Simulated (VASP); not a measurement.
# Co (P6/mmm) in VASP: notebook

The runs below take Co through single point, with r2SCAN.

Everything below comes from runs of VASP 6.6.1. Logs are shortened: lines on timing, memory, paths and dates and some standing lists are left out, and cuts for length are marked.

## (1) The cell of the first run

It takes space group P6/mmm (No. 191, hexagonal). The conventional cell has a = 3.910 Å, b = 3.910 Å, c = 2.397 Å, α = 90.00°, β = 90.00°, γ = 120.00°. Within 3.2 Å of Co (site symmetry 6/mmm) lie 14 Co at 2.40 to 2.56 Å. Co (site symmetry -6m2) has 11 Co at 2.26 to 2.56 Å within 3.0 Å.

## (2) Single point, r2SCAN (volume scaled by 1.04)

The input, POSCAR:

```
Co
1.0
    3.9097677107      0.0000000000      0.0000000000
   -1.9548838554      3.3859581603      0.0000000000
    0.0000000000      0.0000000000      2.3972574033
Co
3
Direct
    0.0000000000      0.0000000000      0.0000000000
    0.3333333333      0.6666666667      0.5000000000
    0.6666666667      0.3333333333      0.5000000000
```

The input, INCAR.step1:

```
PREC     = Accurate       # precision mode
ENCUT    = 520            # plane-wave cutoff, eV
ISMEAR   = -1             # smearing method
SIGMA    = 0.1            # smearing width, eV
LREAL    = F              # projectors in reciprocal space
LASPH    = T              # aspherical terms in the spheres
NELM     = 100            # most SCF steps
NBANDS   = 20             # bands
GGA      = PE             # functional
ALGO     = Normal         # electronic algorithm
EDIFF    = 1E-4           # SCF threshold, eV
LWAVE    = T              # write WAVECAR
LCHARG   = F              # write CHGCAR
```

The input, INCAR.step2:

```
PREC     = Accurate       # precision mode
ENCUT    = 520            # plane-wave cutoff, eV
EDIFF    = 1E-7           # SCF threshold, eV
ISMEAR   = -1             # smearing method
SIGMA    = 0.1            # smearing width, eV
LREAL    = F              # projectors in reciprocal space
LASPH    = T              # aspherical terms in the spheres
NELM     = 100            # most SCF steps
ALGO     = Normal         # electronic algorithm
ISIF     = 2              # what is computed and relaxed
LWAVE    = F              # write WAVECAR
LCHARG   = F              # write CHGCAR
METAGGA  = R2SCAN         # meta-GGA
LMIXTAU  = T            
NBANDS   = 20             # bands
ISTART   = 1
```

The input, KPOINTS:

```
Automatic mesh
0
Gamma
  11 11 15
```

Potentials or basis: VASP PAW PBE potentials, release 64 (Co).

On the command line:

```sh
cat potpaw_PBE.64/Co/POTCAR > POTCAR
cp INCAR.step1 INCAR
mpirun -np 1 vasp_std > vasp.out
cp INCAR.step2 INCAR
mpirun -np 1 vasp_std > vasp.out
```

OUTCAR:

```text
PREC = Accurate
   ENCUT = 520
   EDIFF = 1E-7
   ISMEAR = -1
   LREAL = F
   LASPH = T
   NELM = 100
   ISIF = 2
   METAGGA = R2SCAN
   ISTART = 1

 ion  position               nearest neighbor table
   1  0.000  0.000  0.000-   2 2.56   3 2.56   2 2.56   3 2.56   2 2.56   2 2.56   3 2.56   3 2.56
                             3 2.56   3 2.56   2 2.56   2 2.56
   2  0.333  0.667  0.500-   3 2.26   3 2.26   3 2.26   1 2.56   1 2.56   1 2.56   1 2.56   1 2.56
                             1 2.56
   3  0.667  0.333  0.500-   2 2.26   2 2.26   2 2.26   1 2.56   1 2.56   1 2.56   1 2.56   1 2.56
                             1 2.56

  LATTYP: Found a hexagonal cell.
 ALAT       =     3.9097677107
 C/A-ratio  =     0.6131457367

  Lattice vectors:

 A1 = (   3.9097677107,   0.0000000000,   0.0000000000)
 A2 = (  -1.9548838554,   3.3859581603,   0.0000000000)
 A3 = (   0.0000000000,   0.0000000000,   2.3972574033)

Analysis of symmetry for initial positions (statically):
=====================================================================
 Subroutine PRICEL returns:
 Original cell was already a primitive cell.

 Routine SETGRP: Setting up the symmetry group for a
 hexagonal supercell.

 Subroutine GETGRP returns: Found 24 space group operations
 (whereof 24 operations were pure point group operations)
 out of a pool of 24 trial point group operations.

The static configuration has the point symmetry D_6h.

Analysis of symmetry for dynamics (positions and initial velocities):
=====================================================================
 Subroutine PRICEL returns:
 Original cell was already a primitive cell.

 Routine SETGRP: Setting up the symmetry group for a
 hexagonal supercell.

 Subroutine GETGRP returns: Found 24 space group operations
 (whereof 24 operations were pure point group operations)
 out of a pool of 24 trial point group operations.

The dynamic configuration has the point symmetry D_6h.

 Subroutine INISYM returns: Found 24 space group operations
 (whereof 24 operations are pure point group operations),
 and found     1 'primitive' translations

----------------------------------------------------------------------------------------

                                     Primitive cell

  volume of cell :      31.7356

  direct lattice vectors                    reciprocal lattice vectors
     3.909767711  0.000000000  0.000000000     0.255769671  0.147668688  0.000000000
    -1.954883855  3.385958160  0.000000000     0.000000000  0.295337376  0.000000000
     0.000000000  0.000000000  2.397257403     0.000000000  0.000000000  0.417143357

  length of vectors
     3.909767711  3.909767711  2.397257403     0.295337376  0.295337376  0.417143357

  position of ions in fractional coordinates (direct lattice)
     0.000000000  0.000000000  0.000000000
     0.333333333  0.666666667  0.500000000
     0.666666667  0.333333333  0.500000000

  ion indices of the primitive-cell ions
   primitive index   ion index
                 1           1
                 2           2
                 3           3

----------------------------------------------------------------------------------------

 KPOINTS: Automatic mesh

Automatic generation of k-mesh.
 Grid dimensions read from file:
 generate k-points for:   11   11   15

 Generating k-lattice:

  Cartesian coordinates                     Fractional coordinates (reciprocal lattice)
     0.023251788  0.013424426  0.000000000     0.090909091 -0.000000000  0.000000000
     0.000000000  0.026848852  0.000000000     0.000000000  0.090909091  0.000000000
     0.000000000  0.000000000  0.027809557     0.000000000  0.000000000  0.066666667

  Length of vectors
     0.026848852  0.026848852  0.027809557

  Shift w.r.t. Gamma in fractional coordinates (k-lattice)
     0.000000000  0.000000000  0.000000000

 Subroutine IBZKPT returns following result:
 ===========================================

 Found    128 irreducible k-points:

 Following reciprocal coordinates:
            Coordinates               Weight
  0.000000  0.000000  0.000000      1.000000
  0.090909 -0.000000  0.000000      6.000000
  0.181818 -0.000000  0.000000      6.000000
  0.272727  0.000000  0.000000      6.000000
  0.363636 -0.000000  0.000000      6.000000
  0.454545  0.000000  0.000000      6.000000
[... 16 lines left out ...]
  0.090909  0.090909  0.066667     12.000000
  0.181818  0.090909  0.066667     24.000000
 [... further k-points ...]
   k-points           NKPTS =    128   k-points in BZ     NKDIM =    128   number of bands    NBANDS=     20
   number of dos      NEDOS =    301   number of ions     NIONS =      3
   total plane-waves  NPLWV =  16200
   dimension x,y,z NGX =    30 NGY =   30 NGZ =   18
   dimension x,y,z NGXF=    60 NGYF=   60 NGZF=   36
   ions per type =               3
   NGX,Y,Z   is equivalent  to a cutoff of  12.76, 12.76, 12.48 a.u.
   NGXF,Y,Z  is equivalent  to a cutoff of  25.51, 25.51, 24.97 a.u.
 SYSTEM =  unknown system
   PREC   = accura    normal or accurate (medium, high low for compatibility)
   ISTART =      1    job   : 0-new  1-cont  2-samecut
   ICHARG =      0    charge: 1-file 2-atom 10-const
   ISPIN  =      1    spin polarized calculation?
   LNONCOLLINEAR =      F non collinear calculations
   LSORBIT =      F    spin-orbit coupling
   LASPH  =      T    aspherical Exc in radial PAW
   ENCUT  =  520.0 eV  38.22 Ry    6.18 a.u.   7.27  7.27  4.46*2*pi/ulx,y,z
   NELM   =    100;   NELMIN=  2; NELMDL=  0     # of ELM steps
   EDIFF  = 0.1E-06   stopping-criterion for ELM
   LREAL  =      F    real-space projection
   EDIFFG = 0.1E-05   stopping-criterion for IOM
   NSW    =      0    number of steps for IOM
   IBRION =     -1    ionic relax: 0-MD 1-quasi-New 2-CG
   NFREE  =      0    steps in history (QN), initial steepest desc. (CG)
   ISIF   =      2    stress and relaxation
   ISYM   =      2    0-nonsym 1-usesym 2-fastsym
   POTIM  = 0.5000    time-step for ionic-motion
   TEBEG  =    0.0;   TEEND  =   0.0 temperature during run
   PSTRESS=    0.0 pullay stress
   NELECT =      27.0000    total number of electrons
   NUPDOWN=      -1.0000    fix difference up-down
   EMIN   =  10.00;   EMAX   =-10.00  energy-range for DOS
   EFERMI =   0.00;   METHOD = LEGACY
   ISMEAR =    -1;   SIGMA  =   0.10  broadening in eV -4-tet -1-fermi 0-gaus
   EFERMI_NEDOS =   21; number of points for ismear=-14 and -15
   IALGO  =     38    algorithm
   IMIX   =      4    mixing-type and parameters
     AMIX     =   0.40;   BMIX     =  1.00
     AMIX_MAG =   1.60;   BMIX_MAG =  1.00
  volume/ion in A,a.u.               =      10.58        71.39
  Fermi-wavevector in a.u.,A,eV,Ry     =   1.551245  2.931428 32.740523  2.406361
  Thomas-Fermi vector in A             =   2.655792
   LORBIT       =      0    0 simple, 1 ext, 2 COOP (PROOUT), +10 PAW based schemes
   METAGGA = R2SCAN    functional components
   LHFCALC =     F    Hartree Fock is set to
   AEXX    =    0.0000 exact exchange contribution
   IVDW    =     0    specifies the selected vdW correction
   LEPSILON=     F    determine dielectric tensor
   LRPA    =     F    only Hartree local field effects (RPA)
 non-spin polarized calculation
  energy-cutoff  :      520.00
  volume of cell :       31.74
 maximum number of plane-waves:       903
 NGX is ok and might be reduce to    30
   NGX = 15   NGY = 15   NGZ =  9

 number of electron      26.9999995 magnetization

 Free energy of the ion-electron system (eV)
  ---------------------------------------------------
  ext. energy  EPLUGINS =         0.00000000
  ---------------------------------------------------
  free energy    TOTEN  =       -37.76539588 eV

  energy without entropy =      -37.47107006  energy(sigma->0) =      -37.61823297

 E-fermi :  10.3436     XC(G=0): -14.7602

 val. band max:       10.3391756316   @ k =   0.4545   0.0909   0.4667
 cond. band min:      10.3481712000   @ k =   0.3636   0.1818   0.0667
 fundamental gap:      0.0089955684
 Fermi energy:        10.3435811173

 k-point     1 :       0.0000    0.0000    0.0000
  band No.  band energies     occupation
      1       0.9746      2.00000
      2       6.0817      2.00000
      3       7.3517      2.00000
      4       7.3517      2.00000
      5       7.3892      2.00000
      6       7.3893      2.00000
[... 12 lines left out ...]
     19      17.5944      0.00000
     20      17.5944      0.00000

 k-point     2 :       0.0909   -0.0000    0.0000
  band No.  band energies     occupation
      1       1.0986      2.00000
      2       6.0927      2.00000
      3       7.0122      2.00000
      4       7.1682      2.00000
      5       7.4364      2.00000
      6       7.6960      2.00000
[... 12 lines left out ...]
     19      18.4788      0.00000
     20      19.1502      0.00000

 k-point     3 :       0.1818   -0.0000    0.0000
  band No.  band energies     occupation
      1       1.4649      2.00000
      2       6.0571      2.00000
      3       6.6471      2.00000
      4       7.0810      2.00000
      5       7.1854      2.00000
      6       7.9592      2.00000
[... 12 lines left out ...]
     19      18.5009      0.00000
     20      20.8241      0.00000

 k-point     4 :       0.2727    0.0000    0.0000
  band No.  band energies     occupation
      1       2.0557      2.00000
      2       5.8202      2.00000
      3       6.3408      2.00000
      4       6.9550      2.00000
      5       7.0911      2.00000
      6       7.8886      2.00000
[... 12 lines left out ...]
     19      18.3993      0.00000
     20      22.5966      0.00000

 k-point     5 :       0.3636   -0.0000    0.0000
  band No.  band energies     occupation
      1       2.8370      2.00000
      2       5.4534      2.00000
      3       5.7916      2.00000
      4       7.0436      2.00000
      5       7.1685      2.00000
      6       7.7322      2.00000
[... 12 lines left out ...]
     19      18.3287      0.00000
     20      24.4668      0.00000
[... 353 lines left out ...]
      6       7.7906      2.00000
[... 12 lines left out ...]
     19      18.3483      0.00000
     20      24.5738      0.00000

 k-point    22 :       0.4545    0.0000    0.0667
  band No.  band energies     occupation
      1       3.8555      2.00000
      2       4.8063      2.00000
      3       5.5642      2.00000
      4       7.2491      2.00000
      5       7.3056      2.00000
      6       7.5631      2.00000
[... 12 lines left out ...]
     19      18.3128      0.00000
     20      26.5346      0.00000

 k-point    23 :       0.0909    0.0909    0.0667
  band No.  band energies     occupation
      1       1.4730      2.00000
      2       6.1692      2.00000
      3       6.7929      2.00000
      4       6.8772      2.00000
      5       7.5740      2.00000
      6       7.6417      2.00000
[... 12 lines left out ...]
     19      19.3982      0.00000
     20      19.4483      0.00000

 k-point    24 :       0.1818    0.0909    0.0667
  band No.  band energies     occupation
      1       1.9475      2.00000
      2       6.0154      2.00000
      3       6.4742      2.00000
      4       6.8298      2.00000
      5       7.4159      2.00000
      6       7.8886      2.00000
[... 12 lines left out ...]
     19      19.1650      0.00000
     20      20.8914      0.00000

 [... further k-points ...]
[... 5 lines left out ...]
  --------------------------------------------------------------------------------------
  -------------------------------------------------------------------------------------
  Total       -1.8793030     -1.8793030     -1.7195724      0.0000000      0.0000000     -0.0000000
  in kB      -94.8768339    -94.8768339    -86.8128162      0.0000000      0.0000000     -0.0000000
  external PRESSURE =     -92.1888280 kB  Pullay stress =       0.0000000 kB

 VOLUME and BASIS-vectors are now :
 -----------------------------------------------------------------------------
  energy-cutoff  :      520.00
  volume of cell :       31.74
      direct lattice vectors                 reciprocal lattice vectors
     3.909767711  0.000000000  0.000000000     0.255769671  0.147668688  0.000000000
    -1.954883855  3.385958160  0.000000000     0.000000000  0.295337376  0.000000000
     0.000000000  0.000000000  2.397257403     0.000000000  0.000000000  0.417143357

 POSITION                                       TOTAL-FORCE (eV/Angst)
 -----------------------------------------------------------------------------------
      0.00000      0.00000      0.00000        -0.000000     -0.000000      0.000000
     -0.00000      2.25731      1.19863         0.000000     -0.000000      0.000000
      1.95488      1.12865      1.19863        -0.000000      0.000000      0.000000
 -----------------------------------------------------------------------------------
    total drift:                               -0.000000      0.000000      0.000000

  FREE ENERGIE OF THE ION-ELECTRON SYSTEM (eV)
  ---------------------------------------------------
  free  energy   TOTEN  =       -37.7653958795 eV

  energy  without entropy=      -37.4710700642  energy(sigma->0) =      -37.61823297
```

Wall time 4.3 min (1 thread of Intel Xeon Platinum 8488C (Sapphire Rapids), shared host); peak memory 0.2 GiB.

Results:

```yaml
Free_energy: -37.7654 eV
Pressure: -9.2 GPa
```

Caveat: the PAW data sets were made with another functional, which shifts forces and pressure a little; the run has no spin polarisation, though such a crystal can be magnetic. Spin polarisation is off, so any magnetic state and its effect on volume and gap are missing.

(Continued in part 2 of 2.)
